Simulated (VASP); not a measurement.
A run of VASP 6.6.1:

File INCAR:

```
PREC = Accurate
ENCUT = 500
EDIFF = 1E-6
ISMEAR = -1
SIGMA = 0.05
LREAL = F
LASPH = T
NELM = 120
ALGO = Normal
ISIF = 2
LWAVE = F
LCHARG = F
GGA = PS
NBANDS = 16
GGA_COMPAT = F
```

The input KPOINTS:

```
regular mesh
0
Gamma
  7 7 7
```

POSCAR

```
GaP
1.0
    0.0000000000      2.7525025000      2.7252500000
    2.7525025000      0.0000000000      2.7252500000
    2.7525025000      2.7525025000      0.0000000000
Ga P
1 1
Direct
    0.0000000000      0.0000000000      0.0000000000
    0.7500000000      0.7500000000      0.7500000000
```

Potentials or basis: VASP PAW PBE potentials, release 64 (Ga_d, P).

Launch:

```console
$ cat potpaw_PBE.64/Ga_d/POTCAR potpaw_PBE.64/P/POTCAR > POTCAR
$ mpirun -np 1 vasp_std > vasp.out
```

Hardware: 1 thread of Intel(R) Xeon(R) Platinum 8375C CPU @ 2.90GHz (Ice Lake) (shared host).

Estimate the wall time of this run.

Run time: 35 s on 1 thread of Intel(R) Xeon(R) Platinum 8375C CPU @ 2.90GHz (Ice Lake), with other jobs on the host, peak memory 0.16 GiB. Counts: scf iterations 12, k points 40.
